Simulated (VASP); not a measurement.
Runs of VASP 6.6.1 on AlGaN2. The structure is that of space group P-4m2 (No. 115), or close to it. The cells are those of the table. 

| cell | gap on the mesh (eV) | pressure (GPa) | largest force (eV/Å) |
| --- | --- | --- | --- |
| a = 2.953, b = 2.953, c = 4.994 Å, 4 atoms | 2.72 | -1.5 | 0.14 |
| a = 3.227, b = 3.227, c = 4.183 Å, 4 atoms | 3.35 | -0.3 | 0.22 |
| a = 3.381, b = 3.381, c = 3.811 Å, 4 atoms | 2.90 | (b) | 0.40 |
| a = 3.088, b = 3.088, c = 4.569 Å, 4 atoms | 3.29 | 0.3 | 0.01 |
| a = 3.040, b = 3.040, c = 4.712 Å, 4 atoms | (a) | (c) | 0.05 |

Alike in all rows: task single point; level r2SCAN; potentials or basis VASP PAW PBE potentials, release 64 (Al, Ga_d, N); no spin polarisation; k mesh 8 × 8 × 6; cutoff (eV) 520; smearing gaussian 0.05 eV.

**Question.** Estimate the missing entries.

**Answer.** (a) 3.17; (b) -3.9; (c) -0.2.

Caveats: the PAW data sets were made with another functional, which shifts forces and pressure a little; the cell stands under tension (at least some runs).

A k mesh can miss the band edges, and the runs leave out spin-orbit coupling on Ga.
